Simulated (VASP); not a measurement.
# GaSiP (P4/nmm) in VASP: further runs

GaSiP is run at these levels: PBE; tasks: single point.

All numbers are computed with VASP 6.6.1; they aren't measurements. Logs are shortened: lines on timing, memory, paths and dates and some standing lists are left out, and cuts for length are marked.

### Step 1. The cell of the first run

Symmetry: P4/nmm, No. 129, tetragonal system. Conventional cell: a = 3.729 Å, b = 3.729 Å, c = 6.563 Å, α = 90.00°, β = 90.00°, γ = 90.00°. Within 3.0 Å of Ga (site symmetry 4mm) lie 4 P at 2.30 Å and 5 Si at 2.81 to 2.91 Å. Within 3.8 Å of Si (site symmetry 4mm) lie 6 Ga at 2.81 to 3.66 Å and 4 P at 2.97 Å and 8 Si at 3.28 to 3.73 Å. Within 3.0 Å of P (site symmetry -4m2) lie 4 Ga at 2.30 Å and 4 P at 2.64 Å and 4 Si at 2.97 Å.

### Step 2. Single point, PBE

The input, INCAR:

```
SYSTEM = GaSiP
PREC = Accurate ; ENCUT = 520
EDIFF = 1E-7 ; ISMEAR = 0
SIGMA = 0.1 ; LREAL = .FALSE.
LASPH = .TRUE. ; NELM = 80
ALGO = Normal ; ISIF = 2
LWAVE = .FALSE. ; LCHARG = .TRUE.
GGA = PE ; LELF = .TRUE.
LVHAR = .TRUE. ; NBANDS = 31
```

The input, KPOINTS:

```
Automatic mesh
0
G
  6 6 4
  0 0 0
```

The input, POSCAR:

```
GaSiP
1.0
    3.7294447896      0.0000000000      0.0000000000
    0.0000000000      3.7294447896      0.0000000000
    0.0000000000      0.0000000000      6.5633578071
Ga Si P
2 2 2
Direct
    0.5000000000      0.0000000000      0.2055000000
    0.0000000000      0.5000000000      0.7945000000
    0.5000000000      0.0000000000      0.6485000000
    0.0000000000      0.5000000000      0.3515000000
    0.0000000000      0.0000000000      0.0000000000
    0.5000000000      0.5000000000      0.0000000000
```

Potentials or basis: VASP PAW PBE potentials, release 64 (Ga_d, Si, P).

Command:

```
$ cat potpaw_PBE.64/Ga_d/POTCAR potpaw_PBE.64/Si/POTCAR potpaw_PBE.64/P/POTCAR > POTCAR
$ mpirun -np 1 vasp_std > vasp.out
```

OUTCAR:

```text
SYSTEM = GaSiP
   PREC = Accurate
   ENCUT = 520
   EDIFF = 1E-7
   ISMEAR = 0
   LREAL = .FALSE.
   LASPH = .TRUE.
   NELM = 80
   ISIF = 2
   GGA = PE

 ion  position               nearest neighbor table
   1  0.500  0.000  0.206-   5 2.30   6 2.30   6 2.30   5 2.30   4 2.81   4 2.81   4 2.81   4 2.81
                             3 2.91
   2  0.000  0.500  0.794-   5 2.30   6 2.30   5 2.30   6 2.30   3 2.81   3 2.81   3 2.81   3 2.81
                             4 2.91
   3  0.500  0.000  0.648-   2 2.81   2 2.81   2 2.81   2 2.81   1 2.91   6 2.97   6 2.97   5 2.97
                             5 2.97
   4  0.000  0.500  0.352-   1 2.81   1 2.81   1 2.81   1 2.81   2 2.91   5 2.97   6 2.97   6 2.97
                             5 2.97
   5  0.000  0.000  0.000-   1 2.30   2 2.30   2 2.30   1 2.30   6 2.64   6 2.64   6 2.64   6 2.64
                             4 2.97   3 2.97   4 2.97   3 2.97
   6  0.500  0.500  0.000-   1 2.30   2 2.30   1 2.30   2 2.30   5 2.64   5 2.64   5 2.64   5 2.64
                             4 2.97   4 2.97   3 2.97   3 2.97

  LATTYP: Found a simple tetragonal cell.
 ALAT       =     3.7294447896
 C/A-ratio  =     1.7598753105

  Lattice vectors:

 A1 = (   3.7294447896,   0.0000000000,   0.0000000000)
 A2 = (   0.0000000000,   3.7294447896,   0.0000000000)
 A3 = (   0.0000000000,   0.0000000000,   6.5633578071)

Analysis of symmetry for initial positions (statically):
=====================================================================
 Subroutine PRICEL returns:
 Original cell was already a primitive cell.

 Routine SETGRP: Setting up the symmetry group for a
 simple tetragonal supercell.

 Subroutine GETGRP returns: Found 16 space group operations
 (whereof  8 operations were pure point group operations)
 out of a pool of 16 trial point group operations.

The static configuration has the point symmetry D_2d.
 The point group associated with its full space group is D_4h.

Analysis of symmetry for dynamics (positions and initial velocities):
=====================================================================
 Subroutine PRICEL returns:
 Original cell was already a primitive cell.

 Routine SETGRP: Setting up the symmetry group for a
 simple tetragonal supercell.

 Subroutine GETGRP returns: Found 16 space group operations
 (whereof  8 operations were pure point group operations)
 out of a pool of 16 trial point group operations.

The dynamic configuration has the point symmetry D_2d.
 The point group associated with its full space group is D_4h.

 Subroutine INISYM returns: Found 16 space group operations
 (whereof  8 operations are pure point group operations),
 and found     1 'primitive' translations

----------------------------------------------------------------------------------------

                                     Primitive cell

  volume of cell :      91.2882

  direct lattice vectors                    reciprocal lattice vectors
     3.729444790  0.000000000  0.000000000     0.268136427  0.000000000  0.000000000
     0.000000000  3.729444790  0.000000000     0.000000000  0.268136427  0.000000000
     0.000000000  0.000000000  6.563357807     0.000000000  0.000000000  0.152361037

  length of vectors
     3.729444790  3.729444790  6.563357807     0.268136427  0.268136427  0.152361037

  position of ions in fractional coordinates (direct lattice)
     0.500000000  0.000000000  0.205500000
     0.000000000  0.500000000  0.794500000
     0.500000000  0.000000000  0.648500000
     0.000000000  0.500000000  0.351500000
     0.000000000  0.000000000  0.000000000
     0.500000000  0.500000000  0.000000000

  ion indices of the primitive-cell ions
   primitive index   ion index
                 1           1
                 2           2
                 3           3
                 4           4
                 5           5
                 6           6

----------------------------------------------------------------------------------------

 KPOINTS: Automatic mesh

Automatic generation of k-mesh.
 Grid dimensions read from file:
 generate k-points for:    6    6    4

 Generating k-lattice:

  Cartesian coordinates                     Fractional coordinates (reciprocal lattice)
     0.044689404  0.000000000  0.000000000     0.166666667  0.000000000  0.000000000
     0.000000000  0.044689404  0.000000000     0.000000000  0.166666667  0.000000000
     0.000000000  0.000000000  0.038090259     0.000000000  0.000000000  0.250000000

  Length of vectors
     0.044689404  0.044689404  0.038090259

  Shift w.r.t. Gamma in fractional coordinates (k-lattice)
     0.000000000  0.000000000  0.000000000

 Subroutine IBZKPT returns following result:
 ===========================================

 Found     30 irreducible k-points:

 Following reciprocal coordinates:
            Coordinates               Weight
  0.000000  0.000000  0.000000      1.000000
  0.166667  0.000000  0.000000      4.000000
  0.333333  0.000000  0.000000      4.000000
  0.500000  0.000000  0.000000      2.000000
  0.166667  0.166667  0.000000      4.000000
  0.333333  0.166667  0.000000      8.000000
[... 16 lines left out ...]
  0.333333  0.000000  0.500000      4.000000
  0.500000  0.000000  0.500000      2.000000
 [... further k-points ...]
   k-points           NKPTS =     30   k-points in BZ     NKDIM =     30   number of bands    NBANDS=     31
   number of dos      NEDOS =    301   number of ions     NIONS =      6
   total plane-waves  NPLWV =  39200
   dimension x,y,z NGX =    28 NGY =   28 NGZ =   50
   dimension x,y,z NGXF=    56 NGYF=   56 NGZF=  100
   ions per type =               2   2   2
   NGX,Y,Z   is equivalent  to a cutoff of  12.48, 12.48, 12.66 a.u.
   NGXF,Y,Z  is equivalent  to a cutoff of  24.96, 24.96, 25.33 a.u.
 SYSTEM =  GaSiP
   PREC   = accura    normal or accurate (medium, high low for compatibility)
   ISTART =      0    job   : 0-new  1-cont  2-samecut
   ICHARG =      2    charge: 1-file 2-atom 10-const
   ISPIN  =      1    spin polarized calculation?
   LNONCOLLINEAR =      F non collinear calculations
   LSORBIT =      F    spin-orbit coupling
   LASPH  =      T    aspherical Exc in radial PAW
   ENCUT  =  520.0 eV  38.22 Ry    6.18 a.u.   6.93  6.93 12.20*2*pi/ulx,y,z
   NELM   =     80;   NELMIN=  2; NELMDL= -5     # of ELM steps
   EDIFF  = 0.1E-06   stopping-criterion for ELM
   LREAL  =      F    real-space projection
   EDIFFG = 0.1E-05   stopping-criterion for IOM
   NSW    =      0    number of steps for IOM
   IBRION =     -1    ionic relax: 0-MD 1-quasi-New 2-CG
   NFREE  =      0    steps in history (QN), initial steepest desc. (CG)
   ISIF   =      2    stress and relaxation
   ISYM   =      2    0-nonsym 1-usesym 2-fastsym
   POTIM  = 0.5000    time-step for ionic-motion
   TEBEG  =    0.0;   TEEND  =   0.0 temperature during run
   PSTRESS=    0.0 pullay stress
   NELECT =      44.0000    total number of electrons
   NUPDOWN=      -1.0000    fix difference up-down
   EMIN   =  10.00;   EMAX   =-10.00  energy-range for DOS
   EFERMI =   0.00;   METHOD = LEGACY
   ISMEAR =     0;   SIGMA  =   0.10  broadening in eV -4-tet -1-fermi 0-gaus
   EFERMI_NEDOS =   21; number of points for ismear=-14 and -15
   IALGO  =     38    algorithm
   IMIX   =      4    mixing-type and parameters
     AMIX     =   0.40;   BMIX     =  1.00
     AMIX_MAG =   1.60;   BMIX_MAG =  1.00
  volume/ion in A,a.u.               =      15.21       102.67
  Fermi-wavevector in a.u.,A,eV,Ry     =   1.283574  2.425603 22.416444  1.647562
  Thomas-Fermi vector in A             =   2.415819
   LORBIT       =      0    0 simple, 1 ext, 2 COOP (PROOUT), +10 PAW based schemes
   GGA     = PE    functional components
   LHFCALC =     F    Hartree Fock is set to
   AEXX    =    0.0000 exact exchange contribution
   IVDW    =     0    specifies the selected vdW correction
   LEPSILON=     F    determine dielectric tensor
   LRPA    =     F    only Hartree local field effects (RPA)
 non-spin polarized calculation
 Gauss-broadening in eV      SIGMA  =   0.10
  energy-cutoff  :      520.00
  volume of cell :       91.29
 maximum number of plane-waves:      2476
 NGX is ok and might be reduce to    28
   NGX = 13   NGY = 13   NGZ = 25

 number of electron      44.0000010 magnetization

 Free energy of the ion-electron system (eV)
  ---------------------------------------------------
  ext. energy  EPLUGINS =         0.00000000
  ---------------------------------------------------
  free energy    TOTEN  =       -21.72231361 eV

  energy without entropy =      -21.70778476  energy(sigma->0) =      -21.71504918

 E-fermi :   8.7908     XC(G=0): -11.3355

 val. band max:        8.7675338175   @ k =   0.3333   0.0000   0.2500
 cond. band min:       8.8139053438   @ k =   0.1667   0.0000   0.2500
 fundamental gap:      0.0463715263
 Fermi energy:         8.7908120169

 k-point     1 :       0.0000    0.0000    0.0000
  band No.  band energies     occupation
      1      -7.6656      2.00000
      2      -6.7026      2.00000
      3      -6.6116      2.00000
      4      -6.6116      2.00000
      5      -6.5941      2.00000
      6      -6.5370      2.00000
[... 23 lines left out ...]
     30      14.0583      0.00000
     31      16.1700      0.00000

 k-point     2 :       0.1667    0.0000    0.0000
  band No.  band energies     occupation
      1      -7.4511      2.00000
      2      -6.7239      2.00000
      3      -6.6050      2.00000
      4      -6.6009      2.00000
      5      -6.5819      2.00000
      6      -6.5172      2.00000
[... 23 lines left out ...]
     30      15.1445      0.00000
     31      15.1774      0.00000

 k-point     3 :       0.3333    0.0000    0.0000
  band No.  band energies     occupation
      1      -7.0447      2.00000
      2      -6.7783      2.00000
      3      -6.5878      2.00000
      4      -6.5807      2.00000
      5      -6.5647      2.00000
      6      -6.5381      2.00000
[... 703 lines left out ...]
     30      14.0935      0.00000
     31      14.3187      0.00000

 k-point    24 :       0.5000    0.0000    0.5000
  band No.  band energies     occupation
      1      -6.8645      2.00000
      2      -6.8645      2.00000
      3      -6.5661      2.00000
      4      -6.5661      2.00000
      5      -6.5653      2.00000
      6      -6.5653      2.00000
[... 23 lines left out ...]
     30      14.0663      0.00000
     31      15.4611      0.00000

 [... further k-points ...]

------------------------ aborting loop because EDIFF is reached ----------------------------------------

  FORCE on cell =-STRESS in cart. coord.  units (eV):
  Direction    XX          YY          ZZ          XY          YZ          ZX
  --------------------------------------------------------------------------------------
  -------------------------------------------------------------------------------------
  Total       14.0338115     14.0338115      9.9836910      0.0000000     -0.0000000      0.0000000
  in kB      246.3041767    246.3041767    175.2214492      0.0000000     -0.0000000      0.0000000
  external PRESSURE =     222.6099342 kB  Pullay stress =       0.0000000 kB

 VOLUME and BASIS-vectors are now :
 -----------------------------------------------------------------------------
  energy-cutoff  :      520.00
  volume of cell :       91.29
      direct lattice vectors                 reciprocal lattice vectors
     3.729444790  0.000000000  0.000000000     0.268136427  0.000000000  0.000000000
     0.000000000  3.729444790  0.000000000     0.000000000  0.268136427  0.000000000
     0.000000000  0.000000000  6.563357807     0.000000000  0.000000000  0.152361037

 POSITION                                       TOTAL-FORCE (eV/Angst)
 -----------------------------------------------------------------------------------
      1.86472      0.00000      1.34877        -0.000000      0.000000      4.433573
      0.00000      1.86472      5.21459         0.000000     -0.000000     -4.433573
      1.86472      0.00000      4.25634         0.000000      0.000000     -1.542428
      0.00000      1.86472      2.30702         0.000000      0.000000      1.542428
      0.00000      0.00000      0.00000         0.000000      0.000000      0.000000
      1.86472      1.86472      0.00000         0.000000      0.000000      0.000000
 -----------------------------------------------------------------------------------
    total drift:                                0.000000      0.000000      0.000000

  FREE ENERGIE OF THE ION-ELECTRON SYSTEM (eV)
  ---------------------------------------------------
  free  energy   TOTEN  =       -21.7223136115 eV

  energy  without entropy=      -21.7077847562  energy(sigma->0) =      -21.71504918
```

Wall time 88 s (1 thread of Oxide Virtual Turin-like, shared host); peak memory 0.2 GiB.

What came out:

```yaml
Free_energy: -21.7223 eV
Pressure: 22.3 GPa
Largest_force: 4.434 eV/Å
Band_gap_on_the_k_mesh: zero (bands 22 and 23 overlap by 1.26 eV)
```

Forces in eV/Å, atoms in the order of the input:
```
Ga   0.000  0.000  4.434
Ga   0.000  0.000 -4.434
Si   0.000  0.000 -1.542
Si   0.000  0.000  1.542
P    0.000  0.000  0.000
P    0.000  0.000  0.000
```

Caveat: the stress differs along the axes, from 18 to 25 GPa; forces of over 1 eV/Å act on the atoms, so gaps and moduli don't describe the material at rest.

### Step 3. Single point, PBE

This run uses another cell than the first one, of 20.51 Å³/atom.

The input, INCAR:

```
PREC = Accurate
ENCUT = 520
EDIFF = 1E-6
ISMEAR = 0
SIGMA = 0.1
LREAL = F
LASPH = T
NELM = 100
ALGO = Normal
ISIF = 2
LWAVE = F
LCHARG = T
GGA = PE
LELF = T
LVHAR = T
NBANDS = 31
```

The input, KPOINTS:

```
Automatic mesh
0
Gamma
  6 6 4
```

The input, POSCAR:

```
GaSiP
1.0
    3.8578968891      0.0000000000      0.0000000000
    0.0000000000      3.8578968891      0.0000000000
    0.0000000000      0.0000000000      8.2665896632
Ga Si P
2 2 2
Direct
    0.5000000000      0.0000000000      0.1954185692
    0.0000000000      0.5000000000      0.8045814308
    0.5000000000      0.0000000000      0.4875309530
    0.0000000000      0.5000000000      0.5124690470
    0.0000000000      0.0000000000      0.0000000000
    0.5000000000      0.5000000000      0.0000000000
```

Potentials or basis: VASP PAW PBE potentials, release 64 (Ga_d, Si, P).

Command:

```
$ cat potpaw_PBE.64/Ga_d/POTCAR potpaw_PBE.64/Si/POTCAR potpaw_PBE.64/P/POTCAR > POTCAR
$ mpirun -np 1 vasp_std > vasp.out
```

Run time: 1.7 min. Hardware: 1 thread of Oxide Virtual Turin-like, shared host; peak memory 0.25 GiB.

Results (log left out):

* Free energy: -25.5301 eV
* Pressure: -0.1 GPa
* Largest force: 0.031 eV/Å
* Band gap on the k mesh: zero (bands 22 and 23 overlap by 0.22 eV)

Forces in eV/Å, atoms in the order of the input:
```
Ga   0.000  0.000  0.002
Ga   0.000  0.000 -0.002
Si   0.000  0.000 -0.031
Si   0.000  0.000  0.031
P    0.000  0.000  0.000
P    0.000  0.000  0.000
```

Levels at points of the mesh, in eV from the Fermi level:
```csv
k point,band 18,band 19,band 20,band 21,band 22,band 23,band 24,band 25,band 26,band 27
"(0.00, 0.00, 0.00)",-3.14,-1.62,-1.34,-1.34,-0.01,0.50,1.19,1.19,2.84,3.27
"(0.50, 0.00, 0.00)",-2.54,-1.95,-1.95,-1.54,-1.54,0.87,0.87,1.03,1.03,2.58
"(0.50, 0.50, 0.00)",-4.20,-3.77,-3.77,-2.87,-2.87,1.45,1.45,3.15,3.15,3.17
"(0.00, 0.00, 0.50)",-1.75,-1.47,-1.47,-0.44,-0.03,0.43,1.45,1.62,1.62,3.40
"(0.50, 0.00, 0.50)",-3.12,-2.53,-2.53,-1.48,-1.48,0.82,0.82,2.47,2.47,3.35
"(0.50, 0.50, 0.50)",-4.61,-3.11,-3.11,-2.51,-2.51,0.42,0.42,1.19,1.19,4.82
```

### Step 4. Single point, PBE

This run uses another cell than the first one, of 16.85 Å³/atom.

The input, INCAR:

```
ALGO     = Fast           # electronic algorithm
EDIFF    = 1E-6           # SCF threshold, eV
ENCUT    = 520            # plane-wave cutoff, eV
GGA      = PE             # functional
ISIF     = 2              # what is computed and relaxed
ISMEAR   = 0              # smearing method
LASPH    = T              # aspherical terms in the spheres
LCHARG   = F              # write CHGCAR
LREAL    = F              # projectors in reciprocal space
LWAVE    = F              # write WAVECAR
NBANDS   = 31             # bands
NELM     = 60             # most SCF steps
PREC     = Accurate       # precision mode
SIGMA    = 0.1            # smearing width, eV
```

The input, KPOINTS:

```
k-points
0
Gamma
  10 10 6
```

The input, POSCAR:

```
GaSiP
1.0
    3.5576625220      0.0000000000      0.0000000000
    0.0000000000      3.5576625220      0.0000000000
    0.0000000000      0.0000000000      7.9888395477
Ga Si P
2 2 2
Direct
    0.0000000000      0.5000000000      0.3670194124
    0.5000000000      0.0000000000      0.6329805876
    0.0000000000      0.0000000000      0.0000000000
    0.5000000000      0.5000000000      0.0000000000
    0.0000000000      0.5000000000      0.6989043177
    0.5000000000      0.0000000000      0.3010956823
```

Command:

```
$ cat potpaw_PBE.64/Ga_d/POTCAR potpaw_PBE.64/Si/POTCAR potpaw_PBE.64/P/POTCAR > POTCAR
$ mpirun -np 1 vasp_std > vasp.out
```

Run time: 6.3 min. Hardware: 1 thread of Oxide Virtual Turin-like, shared host; peak memory 0.33 GiB.

The run converged. Its results:

```yaml
Free_energy: -25.8528 eV
Pressure: 0.0 GPa
Band_gap_on_the_k_mesh: zero (bands 22 and 23 overlap by 3.41 eV)
```

Forces on the atoms (eV/Å):
```
Ga   0.000  0.000  0.003
Ga   0.000  0.000 -0.003
Si   0.000  0.000  0.000
Si   0.000  0.000  0.000
P    0.000  0.000  0.003
P    0.000  0.000 -0.003
```

Levels at points of the mesh, in eV from the Fermi level:
```tsv
k point	band 18	band 19	band 20	band 21	band 22	band 23	band 24	band 25	band 26	band 27
(0.00, 0.00, 0.00)	-2.06	-1.34	-1.34	-0.94	-0.94	-0.91	0.15	1.07	2.67	4.28
(0.50, 0.00, 0.00)	-1.98	-0.63	-0.63	-0.60	-0.60	1.36	1.36	1.99	1.99	3.34
(0.50, 0.50, 0.00)	-4.96	-4.85	-4.85	-4.83	-4.83	-0.04	-0.04	1.38	1.38	2.77
(0.00, 0.00, 0.50)	-2.32	-1.99	-1.20	-0.89	-0.47	-0.13	-0.13	1.17	2.35	3.05
(0.50, 0.00, 0.50)	-3.98	-0.54	-0.54	1.09	1.09	1.89	1.89	2.92	2.92	3.05
(0.50, 0.50, 0.50)	-5.93	-3.60	-3.60	-3.45	-3.45	-1.82	-1.82	-0.04	-0.04	5.55
```

### Step 5. Summary

```tsv
cell	k mesh	gap on the mesh (eV)	pressure (GPa)	largest force (eV/Å)
a = 3.729, b = 3.729, c = 6.563 Å, 6 atoms, atomic positions A	6 × 6 × 4	none	22.3	4.43
a = 3.858, b = 3.858, c = 8.267 Å, 6 atoms, atomic positions B	6 × 6 × 4	none	-0.1	0.03
a = 3.558, b = 3.558, c = 7.989 Å, 6 atoms, atomic positions C	10 × 10 × 6	none	0.0	-
```

Alike in all rows: task single point; level PBE; potentials or basis VASP PAW PBE potentials, release 64 (Ga_d, Si, P); no spin polarisation; cutoff (eV) 520; smearing gaussian 0.1 eV.

Caveats: the stress differs along the axes, from 18 to 25 GPa (at least some runs); forces of over 1 eV/Å act on the atoms, so gaps and moduli don't describe the material at rest (at least some runs).

Absolute energies hang on the potentials; compare differences alone.

The gap in the log of VASP goes by the Fermi energy; the results here count the filled bands.